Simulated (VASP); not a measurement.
# C (Im-3m) in VASP: further runs

C is run at these levels: r2SCAN; tasks: single point.

All numbers are computed with VASP 6.6.1; they aren't measurements. Logs are shortened: lines on timing, memory, paths and dates and some standing lists are left out, and cuts for length are marked.

### Step 1. The cell of the first run

The structure is cubic, space group Im-3m (No. 229). Conventional cell: a = 4.858 Å, b = 4.858 Å, c = 4.858 Å, α = 90.00°, β = 90.00°, γ = 90.00°. C (site symmetry 3m) has 4 C at 1.47 to 1.58 Å within 2.0 Å.

### Step 2. Single point, r2SCAN

POSCAR reads:

```
C
1.0
   -2.4291088790      2.4291088790      2.4291088790
    2.4291088790     -2.4291088790      2.4291088790
    2.4291088790      2.4291088790     -2.4291088790
C
8
Direct
    0.3254551601      0.0000000000      0.0000000000
    0.6745448399      0.6745448399      0.6745448399
    0.0000000000      0.3254551601      0.0000000000
    0.0000000000      0.0000000000      0.3254551601
    0.0000000000      0.6745448399      0.0000000000
    0.3254551601      0.3254551601      0.3254551601
    0.6745448399      0.0000000000      0.0000000000
    0.0000000000      0.0000000000      0.6745448399
```

INCAR.step1 reads:

```
  ALGO = Normal
  EDIFF = 1E-4
  ENCUT = 520
  GGA = PE
  ISMEAR = 0
  LASPH = True
  LCHARG = False
  LREAL = False
  LWAVE = True
  NBANDS = 26
  NELM = 60
  PREC = Accurate
  SIGMA = 0.05
```

INCAR.step2 reads:

```
  ALGO = Normal
  EDIFF = 1E-7
  ENCUT = 520
  ISIF = 2
  ISMEAR = 0
  ISTART = 1
  LASPH = True
  LCHARG = False
  LMIXTAU = True
  LREAL = False
  LWAVE = False
  METAGGA = R2SCAN
  NBANDS = 26
  NELM = 60
  PREC = Accurate
  SIGMA = 0.05
```

KPOINTS reads:

```
k-points
0
Gamma
  6 6 6
```

Potentials or basis: VASP PAW PBE potentials, release 64 (C).

Launch:

```bash
cat potpaw_PBE.64/C/POTCAR > POTCAR
cp INCAR.step1 INCAR
mpirun -np 1 vasp_std > vasp.out
cp INCAR.step2 INCAR
mpirun -np 1 vasp_std > vasp.out
```

OUTCAR:

```text
EDIFF = 1E-7
   ENCUT = 520
   ISIF = 2
   ISMEAR = 0
   ISTART = 1
   LASPH = True
   LREAL = False
   METAGGA = R2SCAN
   NELM = 60
   PREC = Accurate

 ion  position               nearest neighbor table
   1  0.325  0.000  0.000-   7 1.47   6 1.58   5 1.58   8 1.58
   2  0.675  0.675  0.675-   6 1.47   5 1.58   7 1.58   8 1.58
   3  0.000  0.325  0.000-   5 1.47   6 1.58   7 1.58   8 1.58
   4  0.000  0.000  0.325-   8 1.47   6 1.58   7 1.58   5 1.58
   5  0.000  0.675  0.000-   3 1.47   2 1.58   1 1.58   4 1.58
   6  0.325  0.325  0.325-   2 1.47   1 1.58   3 1.58   4 1.58
   7  0.675  0.000  0.000-   1 1.47   2 1.58   3 1.58   4 1.58
   8  0.000  0.000  0.675-   4 1.47   2 1.58   3 1.58   1 1.58

  LATTYP: Found a body centered cubic cell.
 ALAT       =     4.8582177580

  Lattice vectors:

 A1 = (  -2.4291088790,   2.4291088790,   2.4291088790)
 A2 = (   2.4291088790,  -2.4291088790,   2.4291088790)
 A3 = (   2.4291088790,   2.4291088790,  -2.4291088790)

Analysis of symmetry for initial positions (statically):
=====================================================================
 Subroutine PRICEL returns:
 Original cell was already a primitive cell.

 Routine SETGRP: Setting up the symmetry group for a
 body centered cubic supercell.

 Subroutine GETGRP returns: Found 48 space group operations
 (whereof 48 operations were pure point group operations)
 out of a pool of 48 trial point group operations.

The static configuration has the point symmetry O_h .

Analysis of symmetry for dynamics (positions and initial velocities):
=====================================================================
 Subroutine PRICEL returns:
 Original cell was already a primitive cell.

 Routine SETGRP: Setting up the symmetry group for a
 body centered cubic supercell.

 Subroutine GETGRP returns: Found 48 space group operations
 (whereof 48 operations were pure point group operations)
 out of a pool of 48 trial point group operations.

The dynamic configuration has the point symmetry O_h .

 Subroutine INISYM returns: Found 48 space group operations
 (whereof 48 operations are pure point group operations),
 and found     1 'primitive' translations

----------------------------------------------------------------------------------------

                                     Primitive cell

  volume of cell :      57.3325

  direct lattice vectors                    reciprocal lattice vectors
    -2.429108879  2.429108879  2.429108879     0.000000000  0.205836801  0.205836801
     2.429108879 -2.429108879  2.429108879     0.205836801  0.000000000  0.205836801
     2.429108879  2.429108879 -2.429108879     0.205836801  0.205836801  0.000000000

  length of vectors
     4.207339996  4.207339996  4.207339996     0.291097195  0.291097195  0.291097195

  position of ions in fractional coordinates (direct lattice)
     0.325455160  0.000000000  0.000000000
     0.674544840  0.674544840  0.674544840
     0.000000000  0.325455160  0.000000000
     0.000000000  0.000000000  0.325455160
     0.000000000  0.674544840  0.000000000
     0.325455160  0.325455160  0.325455160
     0.674544840  0.000000000  0.000000000
     0.000000000  0.000000000  0.674544840

  ion indices of the primitive-cell ions
   primitive index   ion index
                 1           1
                 2           2
                 3           3
                 4           4
                 5           5
                 6           6
                 7           7
                 8           8

----------------------------------------------------------------------------------------

 KPOINTS: k-points

Automatic generation of k-mesh.
 Grid dimensions read from file:
 generate k-points for:    6    6    6

 Generating k-lattice:

  Cartesian coordinates                     Fractional coordinates (reciprocal lattice)
     0.000000000  0.034306133  0.034306133     0.166666667  0.000000000  0.000000000
     0.034306133  0.000000000  0.034306133     0.000000000  0.166666667  0.000000000
[... 48 lines left out ...]

 Free energy of the ion-electron system (eV)
  ---------------------------------------------------
  ext. energy  EPLUGINS =         0.00000000
  ---------------------------------------------------
  free energy    TOTEN  =       -73.01162892 eV

  energy without entropy =      -73.01162892  energy(sigma->0) =      -73.01162892

 E-fermi :   6.8920     XC(G=0): -12.4568

 val. band max:        6.6020306646   @ k =   0.5000   0.5000   0.5000
 cond. band min:       9.6628707267   @ k =   0.1667   0.1667   0.1667
 fundamental gap:      3.0608400622
 Fermi energy:         6.8919527911

 k-point     1 :       0.0000    0.0000    0.0000
  band No.  band energies     occupation
      1     -15.4614      2.00000
      2      -6.9661      2.00000
      3      -6.9661      2.00000
      4      -6.9661      2.00000
      5      -6.0878      2.00000
      6      -6.0878      2.00000
[... 18 lines left out ...]
     25      18.5536      0.00000
     26      18.5536      0.00000

 k-point     2 :       0.1667    0.0000    0.0000
  band No.  band energies     occupation
      1     -15.2781      2.00000
      2      -8.5134      2.00000
      3      -7.8520      2.00000
      4      -6.9036      2.00000
      5      -6.2406      2.00000
      6      -5.8548      2.00000
[... 18 lines left out ...]
     25      18.3029      0.00000
     26      18.4411      0.00000

 k-point     3 :       0.3333    0.0000    0.0000
  band No.  band energies     occupation
      1     -14.8232      2.00000
      2     -10.1233      2.00000
      3      -8.5922      2.00000
      4      -6.7739      2.00000
      5      -6.5108      2.00000
      6      -5.9448      2.00000
[... 340 lines left out ...]
 k-point    15 :       0.5000    0.5000    0.3333
  band No.  band energies     occupation
      1     -13.9496      2.00000
      2     -10.4084      2.00000
      3     -10.0109      2.00000
      4      -9.6338      2.00000
      5      -3.9674      2.00000
      6      -3.1870      2.00000
[... 18 lines left out ...]
     25      16.8248      0.00000
     26      17.4413      0.00000

 k-point    16 :       0.5000    0.5000    0.5000
  band No.  band energies     occupation
      1     -13.6845      2.00000
      2     -10.2419      2.00000
      3     -10.2419      2.00000
      4     -10.2419      2.00000
      5      -3.5574      2.00000
      6      -3.5574      2.00000
[... 18 lines left out ...]
     25      16.1554      0.00000
     26      16.1554      0.00000

------------------------ aborting loop because EDIFF is reached ----------------------------------------

  FORCE on cell =-STRESS in cart. coord.  units (eV):
  Direction    XX          YY          ZZ          XY          YZ          ZX
  --------------------------------------------------------------------------------------
  -------------------------------------------------------------------------------------
  Total        0.3146506      0.3146506      0.3146506      0.0000000      0.0000000     -0.0000000
  in kB        8.7930229      8.7930229      8.7930229      0.0000000      0.0000000     -0.0000000
  external PRESSURE =       8.7930229 kB  Pullay stress =       0.0000000 kB

 VOLUME and BASIS-vectors are now :
 -----------------------------------------------------------------------------
  energy-cutoff  :      520.00
  volume of cell :       57.33
      direct lattice vectors                 reciprocal lattice vectors
    -2.429108879  2.429108879  2.429108879     0.000000000  0.205836801  0.205836801
     2.429108879 -2.429108879  2.429108879     0.205836801  0.000000000  0.205836801
     2.429108879  2.429108879 -2.429108879     0.205836801  0.205836801  0.000000000

 POSITION                                       TOTAL-FORCE (eV/Angst)
 -----------------------------------------------------------------------------------
     -0.79057      0.79057      0.79057        -0.028615      0.028615      0.028615
      1.63854      1.63854      1.63854        -0.028615     -0.028615     -0.028615
      0.79057     -0.79057      0.79057         0.028615     -0.028615      0.028615
      0.79057      0.79057     -0.79057         0.028615      0.028615     -0.028615
      1.63854     -1.63854      1.63854        -0.028615      0.028615     -0.028615
      0.79057      0.79057      0.79057         0.028615      0.028615      0.028615
     -1.63854      1.63854      1.63854         0.028615     -0.028615     -0.028615
      1.63854      1.63854     -1.63854        -0.028615     -0.028615      0.028615
 -----------------------------------------------------------------------------------
    total drift:                               -0.000000     -0.000000      0.000000

  FREE ENERGIE OF THE ION-ELECTRON SYSTEM (eV)
  ---------------------------------------------------
  free  energy   TOTEN  =       -73.0116289186 eV

  energy  without entropy=      -73.0116289186  energy(sigma->0) =      -73.01162892
```

Wall time 61 s (1 thread of Intel Xeon 6975P-C, shared host); peak memory 0.18 GiB.

What came out:

```yaml
Free_energy: -73.0116 eV
Pressure: 0.9 GPa
Largest_force: 0.050 eV/Å
Band_gap_on_the_k_mesh: 3.06 eV, indirect (least direct gap 4.12 eV)
```

Forces in eV/Å, atoms in the order of the input:
```
C   -0.029  0.029  0.029
C   -0.029 -0.029 -0.029
C    0.029 -0.029  0.029
C    0.029  0.029 -0.029
C   -0.029  0.029 -0.029
C    0.029  0.029  0.029
C    0.029 -0.029 -0.029
C   -0.029 -0.029  0.029
```

Caveat: the PAW data sets were made with another functional, which shifts forces and pressure a little.

### Step 3. Single point, r2SCAN

POSCAR is that of step 2.

INCAR.step1 reads:

```
SYSTEM = C
  PREC = Accurate
  ENCUT = 520
  ISMEAR = 0
  SIGMA = 0.02
  LREAL = .FALSE.
  LASPH = .TRUE.
  NELM = 80
  NBANDS = 26
  GGA = PE
  ALGO = Normal
  EDIFF = 1E-4
  LWAVE = .TRUE.
  LCHARG = .FALSE.
```

INCAR.step2 reads:

```
SYSTEM = C
  PREC = Accurate
  ENCUT = 520
  EDIFF = 1E-7
  ISMEAR = 0
  SIGMA = 0.02
  LREAL = .FALSE.
  LASPH = .TRUE.
  NELM = 80
  ALGO = Normal
  ISIF = 2
  LWAVE = .FALSE.
  LCHARG = .FALSE.
  METAGGA = R2SCAN
  LMIXTAU = .TRUE.
  NBANDS = 26
  ISTART = 1
```

KPOINTS reads:

```
Automatic mesh
0
G
  8 8 8
  0 0 0
```

Potentials or basis: VASP PAW PBE potentials, release 64 (C).

Launch:

```bash
cat potpaw_PBE.64/C/POTCAR > POTCAR
cp INCAR.step1 INCAR
mpirun -np 1 vasp_std > vasp.out
cp INCAR.step2 INCAR
mpirun -np 1 vasp_std > vasp.out
```

Wall time 1.7 min (1 thread of Intel Xeon 6975P-C, shared host); peak memory 0.19 GiB.

Results (log left out):

| Property | Result |
| --- | --- |
| Free energy | -73.0117 eV |
| Pressure | 0.9 GPa |
| Largest force | 0.050 eV/Å |
| Band gap on the k mesh | 3.17 eV, indirect (least direct gap 4.12 eV) |

Forces on the atoms (eV/Å):
```
C   -0.029  0.029  0.029
C   -0.029 -0.029 -0.029
C    0.029 -0.029  0.029
C    0.029  0.029 -0.029
C   -0.029  0.029 -0.029
C    0.029  0.029  0.029
C    0.029 -0.029 -0.029
C   -0.029 -0.029  0.029
```

Levels at points of the mesh, in eV from the valence-band top:
```
           k point  band 14  band 15  band 16  band 17  band 18  band 19
(0.00, 0.00, 0.00)    -0.35    -0.35    -0.35     4.21     4.21     4.21
(0.50, 0.00, 0.00)    -3.21    -2.43    -2.23     4.15     5.70     6.23
(0.50, 0.50, 0.50)     0.00     0.00     0.00     4.12     6.18     6.18
```

Caveat: the PAW data sets were made with another functional, which shifts forces and pressure a little. A k mesh can miss the band edges.

### Step 4. Single point, r2SCAN

This run uses another cell than the first one: it holds 16 atoms, not 8.

POSCAR reads:

```
C
1.0
   -2.4291088790      2.4291088790      2.4291088790
    2.4291088790     -2.4291088790      2.4291088790
    4.8582177580      4.8582177580      0.0000000000
C
16
Direct
    0.3254551601      0.0000000000      0.0000000000
    0.8254551601      0.5000000000      0.5000000000
    0.3372724200      0.3372724200      0.3372724200
    0.8372724200      0.8372724200      0.8372724200
    0.0000000000      0.3254551601      0.0000000000
    0.5000000000      0.8254551601      0.5000000000
    0.8372724200      0.8372724200      0.1627275800
    0.3372724200      0.3372724200      0.6627275800
    0.0000000000      0.6745448399      0.0000000000
    0.5000000000      0.1745448399      0.5000000000
    0.1627275800      0.1627275800      0.1627275800
    0.6627275800      0.6627275800      0.6627275800
    0.6745448399      0.0000000000      0.0000000000
    0.1745448399      0.5000000000      0.5000000000
    0.6627275800      0.6627275800      0.3372724200
    0.1627275800      0.1627275800      0.8372724200
```

INCAR.step1 reads:

```
PREC = Accurate
ENCUT = 520
ISMEAR = 0
SIGMA = 0.05
LREAL = Auto
LASPH = True
NELM = 60
NBANDS = 46
GGA = PE
ALGO = Normal
EDIFF = 1E-4
LWAVE = True
LCHARG = False
```

INCAR.step2 reads:

```
PREC = Accurate
ENCUT = 520
EDIFF = 1E-6
ISMEAR = 0
SIGMA = 0.05
LREAL = Auto
LASPH = True
NELM = 60
ALGO = Normal
ISIF = 2
LWAVE = False
LCHARG = False
METAGGA = R2SCAN
LMIXTAU = True
NBANDS = 46
ISTART = 1
```

KPOINTS reads:

```
Automatic mesh
0
Gamma
  6 6 4
```

Launch:

```bash
cat potpaw_PBE.64/C/POTCAR > POTCAR
cp INCAR.step1 INCAR
mpirun -np 1 vasp_std > vasp.out
cp INCAR.step2 INCAR
mpirun -np 1 vasp_std > vasp.out
```

Wall time 12 min (1 thread of Intel Xeon 6975P-C, shared host); peak memory 0.31 GiB.

Results (log left out):

- Free energy: -146.0308 eV
- Pressure: 0.9 GPa
- Largest force: 0.051 eV/Å
- Band gap on the k mesh: 3.06 eV

Forces on the atoms (eV/Å):
```
C   -0.031  0.031  0.027
C   -0.031  0.031  0.027
C   -0.025 -0.025 -0.025
C   -0.025 -0.025 -0.025
C    0.031 -0.031  0.027
C    0.031 -0.031  0.027
C    0.025  0.025 -0.025
C    0.025  0.025 -0.025
C   -0.031  0.031 -0.027
C   -0.031  0.031 -0.027
C    0.025  0.025  0.025
C    0.025  0.025  0.025
C    0.031 -0.031 -0.027
C    0.031 -0.031 -0.027
C   -0.025 -0.025  0.025
C   -0.025 -0.025  0.025
```

Levels at points of the mesh, in eV from the valence-band top:
```csv
k point,band 28,band 29,band 30,band 31,band 32,band 33,band 34,band 35,band 36,band 37
"(0.00, 0.00, 0.00)",-2.43,-2.23,-0.35,-0.35,-0.35,4.15,4.21,4.21,4.21,5.70
"(0.50, 0.00, 0.00)",-2.91,-2.26,-2.26,-2.06,-2.06,3.59,3.59,5.04,5.04,5.24
"(0.50, 0.50, 0.00)",-2.43,-2.23,0.00,0.00,0.00,4.12,4.15,5.70,6.18,6.18
"(0.00, 0.00, 0.50)",-2.36,-1.40,-1.40,-0.92,-0.92,3.49,3.49,4.29,4.29,4.72
"(0.50, 0.00, 0.50)",-3.21,-2.43,-2.43,-2.23,-2.23,4.15,4.15,5.70,5.70,6.23
"(0.50, 0.50, 0.50)",-1.74,-1.51,-1.51,-0.98,-0.98,5.32,5.32,5.84,5.84,5.89
```

Caveat: the PAW data sets were made with another functional, which shifts forces and pressure a little.

### Step 5. Single point, r2SCAN

POSCAR reads:

```
C
1.0
   -2.4291088834      2.4291088834      2.4291088834
    2.4291088834     -2.4291088834      2.4291088834
    2.4291088834      2.4291088834     -2.4291088834
C
8
Direct
    0.3254551632      0.0000000000      0.0000000000
    0.6745448368      0.6745448368      0.6745448368
    0.0000000000      0.3254551632      0.0000000000
    0.0000000000      0.0000000000      0.3254551632
    0.0000000000      0.6745448368      0.0000000000
    0.3254551632      0.3254551632      0.3254551632
    0.6745448368      0.0000000000      0.0000000000
    0.0000000000      0.0000000000      0.6745448368
```

INCAR.step1 reads:

```
SYSTEM = C
  PREC = Accurate
  ENCUT = 910
  ISMEAR = 0
  SIGMA = 0.02
  LREAL = .FALSE.
  LASPH = .TRUE.
  NELM = 120
  NBANDS = 26
  GGA = PE
  ALGO = Normal
  EDIFF = 1E-5
  LWAVE = .TRUE.
  LCHARG = .FALSE.
  GGA_COMPAT = .FALSE.
```

INCAR.step2 reads:

```
SYSTEM = C
  PREC = Accurate
  ENCUT = 910
  EDIFF = 1E-6
  ISMEAR = 0
  SIGMA = 0.02
  LREAL = .FALSE.
  LASPH = .TRUE.
  NELM = 120
  ALGO = Normal
  ISIF = 2
  LWAVE = .FALSE.
  LCHARG = .FALSE.
  METAGGA = R2SCAN
  LMIXTAU = .TRUE.
  NBANDS = 26
  ISTART = 1
  GGA_COMPAT = .FALSE.
```

KPOINTS reads:

```
Automatic mesh
0
G
  8 8 8
  0 0 0
```

Potentials or basis: VASP PAW PBE potentials, release 64 (C_h).

Launch:

```bash
cat potpaw_PBE.64/C_h/POTCAR > POTCAR
cp INCAR.step1 INCAR
mpirun -np 1 vasp_std > vasp.out
cp INCAR.step2 INCAR
mpirun -np 1 vasp_std > vasp.out
```

Run time: 3.9 min. Hardware: 1 thread of Intel Xeon 6975P-C (Granite Rapids), shared host; peak memory 0.3 GiB.

It converged, with:

```yaml
Free_energy: -73.2479 eV
Pressure: -0.5 GPa
Largest_force: 0.040 eV/Å
Band_gap_on_the_k_mesh: 3.19 eV, indirect (least direct gap 4.14 eV)
```

Forces in eV/Å, atoms in the order of the input:
```
C   -0.023  0.023  0.023
C   -0.023 -0.023 -0.023
C    0.023 -0.023  0.023
C    0.023  0.023 -0.023
C   -0.023  0.023 -0.023
C    0.023  0.023  0.023
C    0.023 -0.023 -0.023
C   -0.023 -0.023  0.023
```

Levels at points of the mesh, in eV from the valence-band top:
| k point | band 13 | band 14 | band 15 | band 16 | band 17 | band 18 | band 19 | band 20 |
| --- | --- | --- | --- | --- | --- | --- | --- | --- |
| (0.00, 0.00, 0.00) | -5.44 | -0.36 | -0.36 | -0.36 | 4.23 | 4.23 | 4.23 | 8.49 |
| (0.50, 0.00, 0.00) | -3.41 | -3.20 | -2.42 | -2.23 | 4.16 | 5.72 | 6.24 | 6.70 |
| (0.50, 0.50, 0.50) | -6.61 | 0.00 | 0.00 | 0.00 | 4.14 | 6.21 | 6.21 | 6.21 |

Caveat: the cutoff is under 1.25 times the usual one of these potentials, so pressure, stress and relaxed cells hold a basis-set (Pulay) error; the PAW data sets were made with another functional, which shifts forces and pressure a little. r2SCAN opens gaps a little over a GGA but as a rule still falls short of measured ones.

### Step 6. The runs side by side

```tsv
potentials or basis	cell	k mesh	cutoff (eV)	smearing	second run	gap on the mesh (eV)	pressure (GPa)	largest force (eV/Å)
VASP PAW PBE potentials, release 64 (C)	a = 4.207 Å, angles 109.5°, 8 atoms	6 × 6 × 6	520	gaussian 0.05 eV	-	3.06	0.9	0.05
VASP PAW PBE potentials, release 64 (C)	a = 4.207 Å, angles 109.5°, 8 atoms	8 × 8 × 8	520	gaussian 0.02 eV	-	3.17	0.9	0.05
VASP PAW PBE potentials, release 64 (C)	a = 4.207, b = 4.207, c = 6.871 Å, angles 90.0, 90.0, 109.5°, 16 atoms	6 × 6 × 4	520	gaussian 0.05 eV	-	3.06	0.9	0.05
VASP PAW PBE potentials, release 64 (C_h)	a = 4.207 Å, angles 109.5°, 8 atoms	8 × 8 × 8	910	gaussian 0.02 eV	hard_potentials	3.19	-0.5	0.04
```

Alike in all rows: task single point; level r2SCAN; no spin polarisation.

Caveats: the PAW data sets were made with another functional, which shifts forces and pressure a little; the cutoff is under 1.25 times the usual one of these potentials, so pressure, stress and relaxed cells hold a basis-set (Pulay) error (some runs).

Absolute energies hang on the potentials; compare differences alone.
